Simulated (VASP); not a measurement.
# KTaO3 (P4/mmm) in VASP: a series of runs

Runs on KTaO3. Level: PBE. Tasks: single point.

All numbers are computed with VASP 6.6.1; they aren't measurements. Logs are shortened: lines on timing, memory, paths and dates and some standing lists are left out, and cuts for length are marked.

## Step 1: The cell of the first run

Symmetry: P4/mmm, No. 123, tetragonal system. The conventional cell has a = 3.988 Å, b = 3.988 Å, c = 3.909 Å, α = 90.00°, β = 90.00°, γ = 90.00°. Within 3.7 Å of K (site symmetry 4/mmm) lie 12 O at 2.79 to 2.82 Å and 8 Ta at 3.43 Å. Ta (site symmetry 4/mmm) has 6 O at 1.95 to 1.99 Å within 2.6 Å. O (site symmetry mmm) has 2 Ta at 1.99 Å within 2.6 Å. Within 2.6 Å of O (site symmetry 4/mmm) lie 2 Ta at 1.95 Å.

## Step 2: Single point, PBE (zz strain of -2 %)

INCAR reads:

```
PREC     = Accurate       # precision mode
ENCUT    = 520            # plane-wave cutoff, eV
EDIFF    = 1E-7           # SCF threshold, eV
ISMEAR   = -1             # smearing method
SIGMA    = 0.01           # smearing width, eV
LREAL    = F              # projectors in reciprocal space
LASPH    = T              # aspherical terms in the spheres
NELM     = 60             # most SCF steps
ALGO     = Normal         # electronic algorithm
ISIF     = 2              # what is computed and relaxed
LWAVE    = F              # write WAVECAR
LCHARG   = F              # write CHGCAR
GGA      = PE             # functional
NBANDS   = 27             # bands
```

KPOINTS reads:

```
regular mesh
0
Gamma
  5 5 5
```

POSCAR reads:

```
KTaO3
1.0
    3.9883000000      0.0000000000      0.0000000000
    0.0000000000      3.9883000000      0.0000000000
    0.0000000000      0.0000000000      3.9085340000
K Ta O
1 1 3
Direct
    0.5000000000      0.5000000000      0.5000000000
    0.0000000000      0.0000000000      0.0000000000
    0.5000000000      0.0000000000      0.0000000000
    0.0000000000      0.5000000000      0.0000000000
    0.0000000000      0.0000000000      0.5000000000
```

Potentials or basis: VASP PAW PBE potentials, release 64 (K_sv, Ta_pv, O).

Run with:

```bash
> cat potpaw_PBE.64/K_sv/POTCAR potpaw_PBE.64/Ta_pv/POTCAR potpaw_PBE.64/O/POTCAR > POTCAR
> mpirun -np 1 vasp_std > vasp.out
```

OUTCAR:

```text
PREC = Accurate
   ENCUT = 520
   EDIFF = 1E-7
   ISMEAR = -1
   LREAL = F
   LASPH = T
   NELM = 60
   ISIF = 2
   GGA = PE

 ion  position               nearest neighbor table
   1  0.500  0.500  0.500-   3 2.79   4 2.79   3 2.79   4 2.79   3 2.79   3 2.79   4 2.79   4 2.79
                             5 2.82   5 2.82   5 2.82   5 2.82   2 3.43   2 3.43   2 3.43   2 3.43
   2  0.000  0.000  0.000-   5 1.95   5 1.95   3 1.99   4 1.99   4 1.99   3 1.99   1 3.43   1 3.43
                             1 3.43   1 3.43   1 3.43   1 3.43   1 3.43   1 3.43
   3  0.500  0.000  0.000-   2 1.99   2 1.99   1 2.79   1 2.79   1 2.79   1 2.79
   4  0.000  0.500  0.000-   2 1.99   2 1.99   1 2.79   1 2.79   1 2.79   1 2.79
   5  0.000  0.000  0.500-   2 1.95   2 1.95   1 2.82   1 2.82   1 2.82   1 2.82

  LATTYP: Found a simple tetragonal cell.
 ALAT       =     3.9883000000
 C/A-ratio  =     0.9800000000

  Lattice vectors:

 A1 = (   3.9883000000,   0.0000000000,   0.0000000000)
 A2 = (   0.0000000000,   3.9883000000,   0.0000000000)
 A3 = (   0.0000000000,   0.0000000000,   3.9085340000)

Analysis of symmetry for initial positions (statically):
=====================================================================
 Subroutine PRICEL returns:
 Original cell was already a primitive cell.

 Routine SETGRP: Setting up the symmetry group for a
 simple tetragonal supercell.

 Subroutine GETGRP returns: Found 16 space group operations
 (whereof 16 operations were pure point group operations)
 out of a pool of 16 trial point group operations.

The static configuration has the point symmetry D_4h.

Analysis of symmetry for dynamics (positions and initial velocities):
=====================================================================
 Subroutine PRICEL returns:
 Original cell was already a primitive cell.

 Routine SETGRP: Setting up the symmetry group for a
 simple tetragonal supercell.

 Subroutine GETGRP returns: Found 16 space group operations
 (whereof 16 operations were pure point group operations)
 out of a pool of 16 trial point group operations.

The dynamic configuration has the point symmetry D_4h.

 Subroutine INISYM returns: Found 16 space group operations
 (whereof 16 operations are pure point group operations),
 and found     1 'primitive' translations

----------------------------------------------------------------------------------------

                                     Primitive cell

[... 85 lines left out ...]
   LSORBIT =      F    spin-orbit coupling
   LASPH  =      T    aspherical Exc in radial PAW
   ENCUT  =  520.0 eV  38.22 Ry    6.18 a.u.   7.42  7.42  7.27*2*pi/ulx,y,z
   NELM   =     60;   NELMIN=  2; NELMDL= -5     # of ELM steps
   EDIFF  = 0.1E-06   stopping-criterion for ELM
   LREAL  =      F    real-space projection
   EDIFFG = 0.1E-05   stopping-criterion for IOM
   NSW    =      0    number of steps for IOM
   IBRION =     -1    ionic relax: 0-MD 1-quasi-New 2-CG
   NFREE  =      0    steps in history (QN), initial steepest desc. (CG)
   ISIF   =      2    stress and relaxation
   ISYM   =      2    0-nonsym 1-usesym 2-fastsym
   POTIM  = 0.5000    time-step for ionic-motion
   TEBEG  =    0.0;   TEEND  =   0.0 temperature during run
   PSTRESS=    0.0 pullay stress
   NELECT =      38.0000    total number of electrons
   NUPDOWN=      -1.0000    fix difference up-down
   EMIN   =  10.00;   EMAX   =-10.00  energy-range for DOS
   EFERMI =   0.00;   METHOD = LEGACY
   ISMEAR =    -1;   SIGMA  =   0.01  broadening in eV -4-tet -1-fermi 0-gaus
   EFERMI_NEDOS =   21; number of points for ismear=-14 and -15
   IALGO  =     38    algorithm
   IMIX   =      4    mixing-type and parameters
     AMIX     =   0.40;   BMIX     =  1.00
     AMIX_MAG =   1.60;   BMIX_MAG =  1.00
  volume/ion in A,a.u.               =      12.43        83.91
  Fermi-wavevector in a.u.,A,eV,Ry     =   1.389332  2.625458 26.262574  1.930245
  Thomas-Fermi vector in A             =   2.513373
   LORBIT       =      0    0 simple, 1 ext, 2 COOP (PROOUT), +10 PAW based schemes
   GGA     = PE    functional components
[... 5 lines left out ...]
 non-spin polarized calculation
  energy-cutoff  :      520.00
  volume of cell :       62.17
 maximum number of plane-waves:      1695
 NGX is ok and might be reduce to    30
   NGX = 15   NGY = 15   NGZ = 15

 number of electron      37.9999985 magnetization

 Free energy of the ion-electron system (eV)
  ---------------------------------------------------
  ext. energy  EPLUGINS =         0.00000000
  ---------------------------------------------------
  free energy    TOTEN  =       -40.93496134 eV

  energy without entropy =      -40.93496134  energy(sigma->0) =      -40.93496134

 E-fermi :   2.1207     XC(G=0): -10.9794

 val. band max:        1.8315162853   @ k =   0.4000   0.4000   0.4000
 cond. band min:       4.1378196521   @ k =   0.0000   0.0000   0.0000
 fundamental gap:      2.3063033668
 Fermi energy:         2.1206616377

 k-point     1 :       0.0000    0.0000    0.0000
  band No.  band energies     occupation
      1     -32.1215      2.00000
      2     -32.0839      2.00000
      3     -32.0839      2.00000
      4     -25.3627      2.00000
      5     -15.7189      2.00000
      6     -15.0380      2.00000
[... 529 lines left out ...]
     26      13.3498      0.00000
     27      13.8085      0.00000

------------------------ aborting loop because EDIFF is reached ----------------------------------------

  FORCE on cell =-STRESS in cart. coord.  units (eV):
  Direction    XX          YY          ZZ          XY          YZ          ZX
  --------------------------------------------------------------------------------------
  -------------------------------------------------------------------------------------
  Total        3.0709615      3.0709615      6.4428591      0.0000000      0.0000000      0.0000000
  in kB       79.1398866     79.1398866    166.0350159      0.0000000      0.0000000      0.0000000
  external PRESSURE =     108.1049297 kB  Pullay stress =       0.0000000 kB

 VOLUME and BASIS-vectors are now :
 -----------------------------------------------------------------------------
  energy-cutoff  :      520.00
  volume of cell :       62.17
      direct lattice vectors                 reciprocal lattice vectors
     3.988300000  0.000000000  0.000000000     0.250733395  0.000000000  0.000000000
     0.000000000  3.988300000  0.000000000     0.000000000  0.250733395  0.000000000
     0.000000000  0.000000000  3.908534000     0.000000000  0.000000000  0.255850403

 POSITION                                       TOTAL-FORCE (eV/Angst)
 -----------------------------------------------------------------------------------
      1.99415      1.99415      1.95427         0.000000      0.000000      0.000000
      0.00000      0.00000      0.00000         0.000000      0.000000      0.000000
      1.99415      0.00000      0.00000         0.000000      0.000000      0.000000
      0.00000      1.99415      0.00000         0.000000      0.000000      0.000000
      0.00000      0.00000      1.95427         0.000000      0.000000      0.000000
 -----------------------------------------------------------------------------------
    total drift:                                0.000000     -0.000000      0.000000

  FREE ENERGIE OF THE ION-ELECTRON SYSTEM (eV)
  ---------------------------------------------------
  free  energy   TOTEN  =       -40.9349613379 eV

  energy  without entropy=      -40.9349613379  energy(sigma->0) =      -40.93496134
```

stdout:

```text
POSCAR found type information on POSCAR K TaO
 POSCAR found :  3 types and       5 ions
 scaLAPACK will be used
 LDA part: xc-table for (Slater+PW92), standard interpolation
 POSCAR, INCAR and KPOINTS ok, starting setup
 FFT: planning ... GRIDC
 FFT: planning ... GRID_SOFT
 FFT: planning ... GRID
 WAVECAR not read
 entering main loop
```

Run time: 45 s. Hardware: 1 thread of Intel Xeon 8259CL, shared host; peak memory 0.19 GiB.

What came out:

```yaml
Free_energy: -40.9350 eV
Pressure: 10.8 GPa
Band_gap_on_the_k_mesh: 2.31 eV, indirect (least direct gap 2.79 eV)
```

Stress tensor (GPa, compression positive):
```
 7.91  0.00  0.00
 0.00  7.91  0.00
 0.00  0.00 16.60
```

Caveat: the cell differs from its parent crystal (zz strain of -2 %); spin-orbit coupling is left out, which moves the levels of the heavy elements. A k mesh can miss the band edges.

## Step 3: Single point, PBE (zz strain of +1 %)

INCAR reads:

```
SYSTEM = KTaO3
  PREC = Accurate
  ENCUT = 520
  EDIFF = 1E-6
  ISMEAR = -1
  SIGMA = 0.01
  LREAL = .False.
  LASPH = .True.
  NELM = 80
  ALGO = Normal
  ISIF = 2
  LWAVE = .False.
  LCHARG = .False.
  GGA = PE
  NBANDS = 27
```

KPOINTS reads:

```
Automatic mesh
0
Gamma
  5 5 5
  0 0 0
```

POSCAR, as its differences from that of step 2:

```diff
@@ -4,3 +4,3 @@
     0.0000000000      3.9883000000      0.0000000000
-    0.0000000000      0.0000000000      3.9085340000
+    0.0000000000      0.0000000000      4.0281830000
 K Ta O
```

Potentials or basis: VASP PAW PBE potentials, release 64 (K_sv, Ta_pv, O).

Run with:

```bash
> cat potpaw_PBE.64/K_sv/POTCAR potpaw_PBE.64/Ta_pv/POTCAR potpaw_PBE.64/O/POTCAR > POTCAR
> mpirun -np 1 vasp_std > vasp.out
```

It took 52 s on 1 thread of Intel Xeon 8259CL, shared host; peak memory 0.18 GiB.

It converged, with:

```
Free energy            : -41.0408 eV
Pressure               : 4.0 GPa
Band gap on the k mesh : 2.25 eV, indirect (least direct gap 2.76 eV)
```

Stress tensor (GPa, compression positive):
```
5.24 0.00 0.00
0.00 5.24 0.00
0.00 0.00 1.60
```

Levels at points of the mesh, in eV from the valence-band top:
| k point | band 16 | band 17 | band 18 | band 19 | band 20 | band 21 | band 22 | band 23 |
| --- | --- | --- | --- | --- | --- | --- | --- | --- |
| (0.00, 0.00, 0.00) | -0.92 | -0.52 | -0.51 | -0.51 | 2.25 | 2.25 | 2.27 | 6.57 |

Caveat: the cell differs from its parent crystal (zz strain of +1 %); spin-orbit coupling is left out, which moves the levels of the heavy elements.
